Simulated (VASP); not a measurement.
Input of a VASP 6.6.1 run:

Contents of POSCAR:

```
SnSe2
1.0
    3.7486463432      0.0000000000      0.0000000000
   -1.8743231716      3.2464229631      0.0000000000
    0.0000000000      0.0000000000      6.3398364817
Sn Se
1 2
Direct
    0.0000000000      0.0000000000      0.0000000000
    0.3333333333      0.6666666667      0.2525492917
    0.6666666667      0.3333333333      0.7474507083
```

Contents of INCAR.step1:

```
PREC = Accurate ; ENCUT = 520
ISMEAR = 0 ; SIGMA = 0.01
LREAL = False ; LASPH = True
NELM = 80 ; NBANDS = 20
GGA = PE ; ALGO = Normal
EDIFF = 1E-4 ; LWAVE = True
LCHARG = False
```

The input INCAR.step2:

```
PREC = Accurate ; ENCUT = 520
EDIFF = 1E-6 ; ISMEAR = 0
SIGMA = 0.01 ; LREAL = False
LASPH = True ; NELM = 80
ALGO = Normal ; ISIF = 2
LWAVE = False ; LCHARG = False
METAGGA = R2SCAN ; LMIXTAU = True
NBANDS = 20 ; ISTART = 1
```

Contents of KPOINTS:

```
regular mesh
0
Gamma
  12 12 4
```

Potentials or basis: VASP PAW PBE potentials, release 64 (Sn_d, Se).

Command:

```bash
$ cat potpaw_PBE.64/Sn_d/POTCAR potpaw_PBE.64/Se/POTCAR > POTCAR
$ cp INCAR.step1 INCAR
$ mpirun -np 1 vasp_std > vasp.out
$ cp INCAR.step2 INCAR
$ mpirun -np 1 vasp_std > vasp.out
```

(1) Predict the largest force.

(2) Estimate the pressure.

(3) Estimate the band gap on the k mesh.

## Answers

(1) 0.019 eV/Å.

(2) 2.9 GPa.

(3) 0.89 eV (least direct gap 1.48 eV).

Caveat: the cell differs from its parent crystal (epitaxial xy strain -2.0%); the PAW data sets were made with another functional, which shifts forces and pressure a little; spin-orbit coupling is left out, which moves the levels of the heavy elements.
